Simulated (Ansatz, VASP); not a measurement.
# Ta4Ti in VASP and in Ansatz

```
CELL_PARAMETERS angstrom
-2.97684 2.97684 2.97684
2.97684 -2.97684 2.97684
2.97684 2.97684 -2.97684
ATOMIC_POSITIONS crystal
Ti 0.00000 0.00000 0.00000
Ta 0.00000 0.00000 0.50000
Ta 0.50000 0.00000 0.00000
Ta 0.00000 0.50000 0.00000
Ta 0.50000 0.50000 0.50000
```

Change from the starting cell: species swapped into the Hg4Pt type (Im-3m, No. 229).

Alike in both runs: functional PBE; k mesh 10 × 10 × 10; occupations gaussian, width 0.1 eV; no spin polarisation.

Ansatz relaxed the structure, and its values are those at the end. VASP's run is a single point on that final structure, the one shown.

|  | VASP | Ansatz |
| --- | --- | --- |
| version | VASP 6.6.1 | Ansatz 0.2.0 |
| potentials or method | VASP PAW PBE potentials, release 64 (Ti_sv, Ta_pv), cutoff 520 eV | scalar-relativistic, plane waves, PAW |
| valence electrons in the cell | 56 | 64 |

```tsv
	VASP	Ansatz	Ansatz less VASP
gap on the k mesh at the Fermi level (eV)	none	none	-
pressure (GPa)	-0.1	0.0	+0.14
```

A gap of «none» marks a metal or a gap that the smearing closes. The functional is the same, so the differences come from potentials, cutoffs and numerics. VASP's potentials hold 56 valence electrons a cell and Ansatz's 64, so a difference there can come from the potentials and not from the codes.

Neither program's run includes spin-orbit coupling.
